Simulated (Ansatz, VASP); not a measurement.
## Two plane-wave programs on ZnAu

Contents of POSCAR:

```
ZnAu
1.0
    3.1479927900      0.0000000000      0.0000000000
    0.0000000000      3.1479927900      0.0000000000
    0.0000000000      0.0000000000      3.1479927900
Zn Au
1 1
Direct
    0.5000000000      0.5000000000      0.5000000000
    0.0000000000      0.0000000000      0.0000000000
```

The input INCAR.step1:

```
SYSTEM = ZnAu
PREC = Accurate ; ENCUT = 520
ISMEAR = -1 ; SIGMA = 0.1
LREAL = .FALSE. ; LASPH = .TRUE.
NELM = 60 ; NBANDS = 18
GGA = PE ; ALGO = Normal
EDIFF = 1E-4 ; LWAVE = .TRUE.
LCHARG = .FALSE.
```

Contents of INCAR.step2:

```
SYSTEM = ZnAu
PREC = Accurate ; ENCUT = 520
EDIFF = 1E-6 ; ISMEAR = -1
SIGMA = 0.1 ; LREAL = .FALSE.
LASPH = .TRUE. ; NELM = 60
ALGO = Normal ; ISIF = 2
LWAVE = .FALSE. ; LCHARG = .FALSE.
METAGGA = R2SCAN ; LMIXTAU = .TRUE.
NBANDS = 18 ; ISTART = 1
```

KPOINTS

```
regular mesh
0
G
  11 11 11
  0 0 0
```

Input for Ansatz:

```yaml
crystal:
  lattice:
    - [3.14799279, 0.0, 0.0]
    - [0.0, 3.14799279, 0.0]
    - [0.0, 0.0, 3.14799279]
  atoms:
    - { symbol: Zn, position: [0.5, 0.5, 0.5] }
    - { symbol: Au, position: [0.0, 0.0, 0.0] }
  symmetry: { tolerance: 0.0003 }
hamiltonian:
  xc: r2scan
  pseudopotentials: { kind: paw, azcp: { folder: soft_1 } }
basis:
  ecutwfc: 500
magnetization:
  spin_polarized: false
scf:
  occupations: { method: fermi_dirac, width: 0.1 }
kpoints:
  mp_grid: { grid: [11, 11, 11], shift: [0, 0, 0] }
  band_path:
    path:
      - [0.0, 0.0, 0.0]
      - [0.0, 0.5, 0.0]
      - [0.5, 0.5, 0.0]
      - [0.0, 0.0, 0.0]
      - [0.5, 0.5, 0.5]
      - [0.0, 0.5, 0.0]
      - [0.5, 0.5, 0.5]
      - [0.5, 0.5, 0.0]
    npoints: 15
output:
  forces: true
  stress: true
  eigenvalues: true
  bader: true
  populations: true
  elf: true
  write_potential: true
  write_density: true
  volumetric_format: npy
  dos:
    e_range: [-12, 8]
    de: 0.05
    projected: { site_lists: { Au: [Au], Zn: [Zn] } }
```

Alike in both runs: task single point; functional r2SCAN; k mesh 11 × 11 × 11; occupations fermi-dirac, width 0.1 eV; no spin polarisation.

```csv
,VASP,Ansatz
version,VASP 6.6.1,Ansatz 0.2.0
potentials or method,"VASP PAW PBE potentials, release 64 (Zn, Au), cutoff 520 eV",PAW plane waves
valence electrons in the cell,23,31
```

|  | VASP | Ansatz | Ansatz less VASP |
| --- | --- | --- | --- |
| pressure (GPa) | 0.4 | 0.0 | -0.38 |

VASP's potentials were made for PBE, not for r2SCAN. VASP's potentials hold 23 valence electrons a cell and Ansatz's 31, so a difference there can come from the potentials and not from the codes.

Spin-orbit coupling is off throughout.
